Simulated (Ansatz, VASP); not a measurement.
# Two plane-wave programs on Na

Contents of INCAR:

```
SYSTEM = Na
PREC = Accurate
ENCUT = 500
EDIFF = 1E-6
ISMEAR = -1
SIGMA = 0.1
LREAL = .False.
LASPH = .True.
NELM = 120
ALGO = Normal
ISIF = 2
LWAVE = .False.
LCHARG = .False.
GGA = RE
NBANDS = 10
GGA_COMPAT = .False.
```

File KPOINTS:

```
regular mesh
0
Gamma
  10 10 10
  0 0 0
```

File POSCAR:

```
Na
1.0
    3.5762105819      0.0000000000      0.0000000000
    0.0000000000      3.5762105819      0.0000000000
    0.0000000000      0.0000000000      3.5762105819
Na
1
Direct
    0.0000000000      0.0000000000      0.0000000000
```

Input for Ansatz:

```yaml
crystal:
  lattice:
    - [3.5762105819, 0.0, 0.0]
    - [0.0, 3.5762105819, 0.0]
    - [0.0, 0.0, 3.5762105819]
  atoms:
    - { symbol: Na, position: [0.0, 0.0, 0.0] }
hamiltonian:
  xc: revpbe
  pseudopotentials:
    kind: paw
    azcp:
      Na: "pseudopotentials/Na.paw.azcp"
basis:
  ecutwfc: 420
  fft_grid_basis: typed
kpoints:
  mp_grid: { grid: [10, 10, 10], shift: [0, 0, 0] }
magnetization:
  spin_polarized: false
scf:
  occupations: { method: fermi_dirac, width: 0.1 }
  lower_state_search: "off"
output:
  stress: true
```

Alike in both runs: task single point; functional revPBE; k mesh 10 × 10 × 10; occupations fermi-dirac, width 0.1 eV; no spin polarisation.

```csv
,VASP,Ansatz
version,VASP 6.6.1,Ansatz 0.2.0
potentials or method,"VASP PAW PBE potentials, release 64 (Na_pv), cutoff 500 eV","plane waves (420 eV) with PAW, scalar-relativistic"
valence electrons in the cell,7,9
```

```csv
,VASP,Ansatz,Ansatz less VASP
pressure (GPa),-0.4,-0.4,+0.02
```

VASP's potentials were made for PBE, not for revPBE. VASP's potentials hold 7 valence electrons a cell and Ansatz's 9, so a difference there can come from the potentials and not from the codes.
